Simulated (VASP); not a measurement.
# SiF (R-3m) in VASP: further runs

The runs below take SiF through single point, with PBE, r2SCAN0.

Everything below comes from runs of VASP 6.6.1. Logs are shortened: lines on timing, memory, paths and dates and some standing lists are left out, and cuts for length are marked.

## Step 1: The cell of the first run

Symmetry: R-3m, No. 166, trigonal system. Conventional cell: a = 2.641 Å, b = 2.641 Å, c = 11.537 Å, α = 90.00°, β = 90.00°, γ = 120.00°. Within 3.2 Å of Si (site symmetry -3m) lie 6 F at 2.45 Å and 6 Si at 2.64 Å. F (site symmetry -3m) has 6 Si at 2.45 Å and 6 F at 2.64 Å within 3.2 Å.

## Step 2: Single point, PBE

INCAR

```
ALGO = Normal
EDIFF = 1E-7
ENCUT = 520
GGA = PE
ISIF = 2
ISMEAR = -1
LASPH = T
LCHARG = F
LREAL = F
LWAVE = F
NBANDS = 12
NELM = 80
PREC = Accurate
SIGMA = 0.05
```

KPOINTS

```
k-points
0
Gamma
  12 12 12
```

POSCAR

```
SiF
1.0
    1.3205085931      0.7623949358      3.8456236766
   -1.3205085931      0.7623949358      3.8456236766
    0.0000000000     -1.5247898716      3.8456236766
Si F
1 1
Direct
    0.5000000000      0.5000000000      0.5000000000
    0.0000000000      0.0000000000      0.0000000000
```

Potentials or basis: VASP PAW PBE potentials, release 64 (Si, F).

Launch:

```sh
> cat potpaw_PBE.64/Si/POTCAR potpaw_PBE.64/F/POTCAR > POTCAR
> mpirun -np 1 vasp_std > vasp.out
```

OUTCAR:

```text
EDIFF = 1E-7
   ENCUT = 520
   GGA = PE
   ISIF = 2
   ISMEAR = -1
   LASPH = T
   LREAL = F
   NELM = 80
   PREC = Accurate

 ion  position               nearest neighbor table
   1  0.500  0.500  0.500-   2 2.45   2 2.45   2 2.45   2 2.45   2 2.45   2 2.45
   2  0.000  0.000  0.000-   1 2.45   1 2.45   1 2.45   1 2.45   1 2.45   1 2.45

  LATTYP: Found a trigonal (rhomboedric) cell.
 ALAT       =     4.1368841469
 COS(alpha) =     0.7962180369

  Lattice vectors:

 A1 = (   1.3205085931,   0.7623949358,   3.8456236766)
 A2 = (  -1.3205085931,   0.7623949358,   3.8456236766)
 A3 = (   0.0000000000,  -1.5247898716,   3.8456236766)

Analysis of symmetry for initial positions (statically):
=====================================================================
 Subroutine PRICEL returns:
 Original cell was already a primitive cell.

 Routine SETGRP: Setting up the symmetry group for a
 trigonal (rhombohedral) supercell.

 Subroutine GETGRP returns: Found 12 space group operations
 (whereof 12 operations were pure point group operations)
 out of a pool of 12 trial point group operations.

The static configuration has the point symmetry D_3d.

Analysis of symmetry for dynamics (positions and initial velocities):
=====================================================================
 Subroutine PRICEL returns:
 Original cell was already a primitive cell.

 Routine SETGRP: Setting up the symmetry group for a
 trigonal (rhombohedral) supercell.

 Subroutine GETGRP returns: Found 12 space group operations
 (whereof 12 operations were pure point group operations)
 out of a pool of 12 trial point group operations.

The dynamic configuration has the point symmetry D_3d.

 Subroutine INISYM returns: Found 12 space group operations
 (whereof 12 operations are pure point group operations),
 and found     1 'primitive' translations

----------------------------------------------------------------------------------------

                                     Primitive cell

  volume of cell :      23.2295

  direct lattice vectors                    reciprocal lattice vectors
     1.320508593  0.762394936  3.845623677     0.378641989  0.218609357  0.086678615
    -1.320508593  0.762394936  3.845623677    -0.378641989  0.218609357  0.086678615
     0.000000000 -1.524789872  3.845623677     0.000000000 -0.437218714  0.086678615

  length of vectors
[... 89 lines left out ...]
   ISYM   =      2    0-nonsym 1-usesym 2-fastsym
   POTIM  = 0.5000    time-step for ionic-motion
   TEBEG  =    0.0;   TEEND  =   0.0 temperature during run
   PSTRESS=    0.0 pullay stress
   NELECT =      11.0000    total number of electrons
   NUPDOWN=      -1.0000    fix difference up-down
   EMIN   =  10.00;   EMAX   =-10.00  energy-range for DOS
   EFERMI =   0.00;   METHOD = LEGACY
   ISMEAR =    -1;   SIGMA  =   0.05  broadening in eV -4-tet -1-fermi 0-gaus
   EFERMI_NEDOS =   21; number of points for ismear=-14 and -15
   IALGO  =     38    algorithm
   IMIX   =      4    mixing-type and parameters
     AMIX     =   0.40;   BMIX     =  1.00
     AMIX_MAG =   1.60;   BMIX_MAG =  1.00
  volume/ion in A,a.u.               =      11.61        78.38
  Fermi-wavevector in a.u.,A,eV,Ry     =   1.276025  2.411338 22.153560  1.628241
  Thomas-Fermi vector in A             =   2.408705
   LORBIT       =      0    0 simple, 1 ext, 2 COOP (PROOUT), +10 PAW based schemes
   GGA     = PE    functional components
   LHFCALC =     F    Hartree Fock is set to
   AEXX    =    0.0000 exact exchange contribution
   IVDW    =     0    specifies the selected vdW correction
   LEPSILON=     F    determine dielectric tensor
   LRPA    =     F    only Hartree local field effects (RPA)
 non-spin polarized calculation
  energy-cutoff  :      520.00
  volume of cell :       23.23
 maximum number of plane-waves:       639
   NGX = 15   NGY = 15   NGZ = 15

 number of electron      10.9999998 magnetization

 Free energy of the ion-electron system (eV)
  ---------------------------------------------------
  ext. energy  EPLUGINS =         0.00000000
  ---------------------------------------------------
  free energy    TOTEN  =        -8.78022805 eV

  energy without entropy =       -8.77607111  energy(sigma->0) =       -8.77814958

 E-fermi :   7.2978     XC(G=0): -11.0022

 val. band max:        7.2835760008   @ k =  -0.1667   0.5000   0.0833
 cond. band min:       7.2997743411   @ k =  -0.1667   0.3333   0.0833
 fundamental gap:      0.0161983404
 Fermi energy:         7.2977732654

 k-point     1 :       0.0000    0.0000    0.0000
  band No.  band energies     occupation
      1     -17.1289      2.00000
      2      -3.7702      2.00000
      3      -0.4500      2.00000
      4       3.6201      2.00000
      5       3.6201      2.00000
      6      10.6339      0.00000
      7      14.9543      0.00000
      8      18.7894      0.00000
      9      18.7894      0.00000
     10      20.2055      0.00000
     11      20.2056      0.00000
     12      25.6774      0.00000
[... 331 lines left out ...]
 k-point    24 :      -0.4167    0.1667    0.0000
  band No.  band energies     occupation
      1     -16.2013      2.00000
      2      -0.6285      2.00000
      3       1.0241      2.00000
      4       2.0943      2.00000
      5       3.5654      2.00000
      6       5.3147      2.00000
      7       9.3213      0.00000
      8      10.9508      0.00000
      9      17.0402      0.00000
     10      19.6885      0.00000
     11      20.9069      0.00000
     12      24.2735      0.00000

 [... further k-points ...]

------------------------ aborting loop because EDIFF is reached ----------------------------------------

  FORCE on cell =-STRESS in cart. coord.  units (eV):
  Direction    XX          YY          ZZ          XY          YZ          ZX
  --------------------------------------------------------------------------------------
  -------------------------------------------------------------------------------------
  Total        0.4326479      0.4326467      0.8152598      0.0000000      0.0000000      0.0000000
  in kB       29.8404905     29.8404078     56.2299059      0.0000000      0.0000000      0.0000000
  external PRESSURE =      38.6369347 kB  Pullay stress =       0.0000000 kB

 VOLUME and BASIS-vectors are now :
 -----------------------------------------------------------------------------
  energy-cutoff  :      520.00
  volume of cell :       23.23
      direct lattice vectors                 reciprocal lattice vectors
     1.320508593  0.762394936  3.845623677     0.378641989  0.218609357  0.086678615
    -1.320508593  0.762394936  3.845623677    -0.378641989  0.218609357  0.086678615
     0.000000000 -1.524789872  3.845623677     0.000000000 -0.437218714  0.086678615

 POSITION                                       TOTAL-FORCE (eV/Angst)
 -----------------------------------------------------------------------------------
      0.00000      0.00000      5.76844         0.000000      0.000000      0.000000
      0.00000      0.00000      0.00000        -0.000000     -0.000000      0.000000
 -----------------------------------------------------------------------------------
    total drift:                               -0.000000     -0.000000     -0.000000

  FREE ENERGIE OF THE ION-ELECTRON SYSTEM (eV)
  ---------------------------------------------------
  free  energy   TOTEN  =        -8.7802280481 eV

  energy  without entropy=       -8.7760711123  energy(sigma->0) =       -8.77814958
```

OSZICAR:

```text
N       E                     dE             d eps       ncg     rms          rms(c)
DAV:   1     0.225201166146E+02    0.22520E+02   -0.50387E+03  4592   0.781E+02
DAV:   2    -0.860636965023E+01   -0.31126E+02   -0.29497E+02  5564   0.147E+02
DAV:   3    -0.939191181677E+01   -0.78554E+00   -0.78323E+00  5524   0.198E+01
DAV:   4    -0.939412793949E+01   -0.22161E-02   -0.22160E-02  5104   0.134E+00
DAV:   5    -0.939413850802E+01   -0.10569E-04   -0.10569E-04  5592   0.904E-02    0.530E+00
DAV:   6    -0.881613997442E+01    0.57800E+00   -0.36906E+00  5028   0.150E+01    0.227E+00
DAV:   7    -0.878832055977E+01    0.27819E-01   -0.16069E-01  4848   0.311E+00    0.110E+00
DAV:   8    -0.878018704783E+01    0.81335E-02   -0.25570E-02  5268   0.137E+00    0.142E-01
DAV:   9    -0.878016342509E+01    0.23623E-04   -0.15970E-03  5552   0.301E-01    0.657E-02
DAV:  10    -0.878022893433E+01   -0.65509E-04   -0.18290E-04  5048   0.102E-01    0.813E-03
DAV:  11    -0.878022792019E+01    0.10141E-05   -0.15711E-05  5400   0.290E-02    0.327E-03
DAV:  12    -0.878022802587E+01   -0.10568E-06   -0.10128E-06  5104   0.858E-03    0.101E-03
DAV:  13    -0.878022804815E+01   -0.22280E-07   -0.15278E-07  2980   0.302E-03
   1 F= -.87802280E+01 E0= -.87781496E+01  d E =-.415694E-02
```

stdout:

```text
POSCAR found type information on POSCAR SiF
 POSCAR found :  2 types and       2 ions
 scaLAPACK will be used
 LDA part: xc-table for (Slater+PW92), standard interpolation
 POSCAR, INCAR and KPOINTS ok, starting setup
 FFT: planning ... GRIDC
 FFT: planning ... GRID_SOFT
 FFT: planning ... GRID
 WAVECAR not read
 entering main loop
```

Run time: 78 s. Hardware: 1 thread of Intel Xeon 8259CL, shared host; peak memory 0.2 GiB.

What came out:

```yaml
Free_energy: -8.7802 eV
Pressure: 3.9 GPa
Band_gap_on_the_k_mesh: zero (an odd number of electrons rules out a gap without spin polarisation)
```

Stress tensor (GPa, compression positive):
```
2.98 0.00 0.00
0.00 2.98 0.00
0.00 0.00 5.62
```

Caveat: the cell stands under pressure; an odd number of electrons without spin polarisation forces a metal; a magnetic or distorted state may lie lower.

## Step 3: Single point, PBE

This run uses another cell than the first one, of 11.86 Å³/atom.

INCAR

```
SYSTEM = SiF
PREC = Accurate ; ENCUT = 520
EDIFF = 1E-6 ; ISMEAR = -1
SIGMA = 0.05 ; LREAL = .FALSE.
LASPH = .TRUE. ; NELM = 60
ALGO = Normal ; ISIF = 2
LWAVE = .FALSE. ; LCHARG = .FALSE.
GGA = PE ; NBANDS = 12
```

KPOINTS

```
regular mesh
0
G
  12 12 12
  0 0 0
```

POSCAR

```
SiF
1.0
    1.3296158367      0.7676529981      3.8721460573
   -1.3296158367      0.7676529981      3.8721460573
    0.0000000000     -1.5353059962      3.8721460573
Si F
1 1
Direct
    0.5000000000      0.5000000000      0.5000000000
    0.0000000000      0.0000000000      0.0000000000
```

Potentials or basis: VASP PAW PBE potentials, release 64 (Si, F).

Launch:

```sh
> cat potpaw_PBE.64/Si/POTCAR potpaw_PBE.64/F/POTCAR > POTCAR
> mpirun -np 1 vasp_std > vasp.out
```

Wall time 83 s (1 thread of Intel Xeon 8259CL, shared host); peak memory 0.19 GiB.

It converged, with:

* Free energy: -8.7897 eV
* Pressure: 1.8 GPa
* Band gap on the k mesh: zero (an odd number of electrons rules out a gap without spin polarisation)

Stress tensor (GPa, compression positive):
```
1.48 0.00 0.00
0.00 1.48 0.00
0.00 0.00 2.47
```

Levels at points of the mesh, in eV from the Fermi level:
```tsv
k point	band 1	band 2	band 3	band 4	band 5	band 6	band 7	band 8	band 9	band 10
(0.00, 0.00, 0.00)	-24.23	-10.96	-7.54	-3.57	-3.57	3.29	7.65	11.24	11.24	12.84
(0.50, 0.00, 0.00)	-23.40	-8.20	-5.99	-4.68	-4.16	-2.07	2.89	6.16	8.41	10.03
(0.50, 0.50, 0.00)	-23.38	-7.76	-6.80	-5.02	-4.23	-1.64	5.31	6.48	6.73	8.34
(0.50, 0.50, 0.50)	-24.13	-12.66	-3.58	-3.58	-3.35	-0.86	10.86	10.86	12.13	13.28
```

Caveat: an odd number of electrons without spin polarisation forces a metal; a magnetic or distorted state may lie lower.

## Step 4: Single point, PBE

This run uses another cell than the first one, of 12.34 Å³/atom.

INCAR

```
PREC = Accurate
ENCUT = 520
EDIFF = 1E-7
ISMEAR = -1
SIGMA = 0.05
LREAL = False
LASPH = True
NELM = 80
ALGO = Normal
ISIF = 2
LWAVE = False
LCHARG = False
GGA = PE
NBANDS = 12
```

KPOINTS

```
regular mesh
0
Gamma
  12 12 12
```

POSCAR

```
SiF
1.0
    1.3474651590      0.7779582949      3.9241273749
   -1.3474651590      0.7779582949      3.9241273749
    0.0000000000     -1.5559165897      3.9241273749
Si F
1 1
Direct
    0.5000000000      0.5000000000      0.5000000000
    0.0000000000      0.0000000000      0.0000000000
```

Launch:

```sh
> cat potpaw_PBE.64/Si/POTCAR potpaw_PBE.64/F/POTCAR > POTCAR
> mpirun -np 1 vasp_std > vasp.out
```

Run time: 81 s. Hardware: 1 thread of Intel Xeon 8259CL, shared host; peak memory 0.2 GiB.

Results (log left out):

```
Free energy            : -8.7916 eV
Pressure               : -1.6 GPa
Band gap on the k mesh : zero (an odd number of electrons rules out a gap without spin polarisation)
```

Stress tensor (GPa, compression positive):
```
-1.02  0.00  0.00
 0.00 -1.02  0.00
 0.00  0.00 -2.91
```

Levels at points of the mesh, in eV from the Fermi level:
```csv
k point,band 3,band 4,band 5,band 6,band 7,band 8
"(0.00, 0.00, 0.00)",-7.16,-3.36,-3.36,3.20,7.64,10.78
"(0.50, 0.00, 0.00)",-5.66,-4.49,-3.91,-2.10,2.87,5.95
"(0.50, 0.50, 0.00)",-6.44,-5.01,-3.98,-1.55,5.14,6.48
"(0.50, 0.50, 0.50)",-3.37,-3.37,-3.21,-0.82,10.43,10.43
```

Caveat: an odd number of electrons without spin polarisation forces a metal; a magnetic or distorted state may lie lower.

## Step 5: Single point, r2SCAN0

This run uses another cell than the first one, of 11.37 Å³/atom.

POSCAR

```
SiF
1.0
    1.3112739651      0.7570633283      3.8187303235
   -1.3112739651      0.7570633283      3.8187303235
    0.0000000000     -1.5141266565      3.8187303235
Si F
1 1
Direct
    0.5000000000      0.5000000000      0.5000000000
    0.0000000000      0.0000000000      0.0000000000
```

INCAR.step1

```
ALGO = Normal ; EDIFF = 1E-5
ENCUT = 520 ; GGA = PE
ISIF = 2 ; ISMEAR = -1
LASPH = T ; LCHARG = F
LREAL = F ; LWAVE = T
NBANDS = 12 ; NELM = 60
PREC = Accurate ; SIGMA = 0.05
```

INCAR.step2

```
AEXX = 0.25 ; ALGO = Normal
EDIFF = 1E-6 ; ENCUT = 520
ISIF = 2 ; ISMEAR = -1
ISTART = 1 ; LASPH = T
LCHARG = F ; LHFCALC = T
LMIXTAU = T ; LREAL = F
LWAVE = F ; METAGGA = R2SCAN
NBANDS = 12 ; NELM = 60
PREC = Accurate ; PRECFOCK = Normal
SIGMA = 0.05
```

KPOINTS

```
k-points
0
Gamma
  6 6 6
```

Launch:

```sh
> cat potpaw_PBE.64/Si/POTCAR potpaw_PBE.64/F/POTCAR > POTCAR
> cp INCAR.step1 INCAR
> mpirun -np 1 vasp_std > vasp.out
> cp INCAR.step2 INCAR
> mpirun -np 1 vasp_std > vasp.out
```

Run time: 43 min. Hardware: 1 thread of Intel Xeon Platinum 8259CL at 2.50GHz (Skylake/Cascade Lake), shared host; peak memory 0.19 GiB.

It converged, with:

```yaml
Free_energy: -15.2575 eV
Pressure: 1.6 GPa
Band_gap_on_the_k_mesh: zero (an odd number of electrons rules out a gap without spin polarisation)
```

Stress tensor (GPa, compression positive):
```
-0.81  0.00  0.00
 0.00 -0.81  0.00
 0.00  0.00  6.53
```

Levels at points of the mesh, in eV from the Fermi level:
```
           k point  band 2  band 3  band 4  band 5  band 6  band 7  band 8  band 9
(0.00, 0.00, 0.00)  -12.36   -8.90   -4.69   -4.69    5.80   10.44   14.88   14.88
(0.50, 0.00, 0.00)   -9.61   -7.30   -5.38   -5.05   -1.97    5.34    8.92   11.20
(0.50, 0.50, 0.00)   -9.19   -8.21   -5.46   -5.06   -1.79    8.22    8.98    9.62
(0.50, 0.50, 0.50)  -14.49   -4.70   -4.70   -4.02    1.15   14.38   14.38   15.48
```

Caveat: the k points lie up to 0.47 Å⁻¹ apart, too coarse for converged energies and pressures of a metal; the PAW data sets were made with another functional, which shifts forces and pressure a little; an odd number of electrons without spin polarisation forces a metal; a magnetic or distorted state may lie lower.

## Step 6: The runs side by side

```csv
level,cell,k mesh,grid for exact exchange (PRECFOCK),share of exact exchange,gap on the mesh (eV),pressure (GPa)
PBE,"a = 4.137 Å, angles 37.2°, 2 atoms",12 × 12 × 12,-,-,none,3.9
PBE,"a = 4.165 Å, angles 37.2°, 2 atoms",12 × 12 × 12,-,-,none,1.8
PBE,"a = 4.221 Å, angles 37.2°, 2 atoms",12 × 12 × 12,-,-,none,-1.6
r2SCAN0,"a = 4.108 Å, angles 37.2°, 2 atoms",6 × 6 × 6,Normal,0.25,none,1.6
```

Alike in all rows: task single point; potentials or basis VASP PAW PBE potentials, release 64 (Si, F); no spin polarisation; cutoff (eV) 520; smearing fermi-dirac 0.05 eV.

Caveats: some runs use coarse meshes; an odd number of electrons without spin polarisation forces a metal; a magnetic or distorted state may lie lower; the cell stands under pressure (at least some runs); the PAW data sets were made with another functional, which shifts forces and pressure a little (at least some runs).

Total energies depend on the potentials used, so only differences within one code and one set of settings carry meaning.
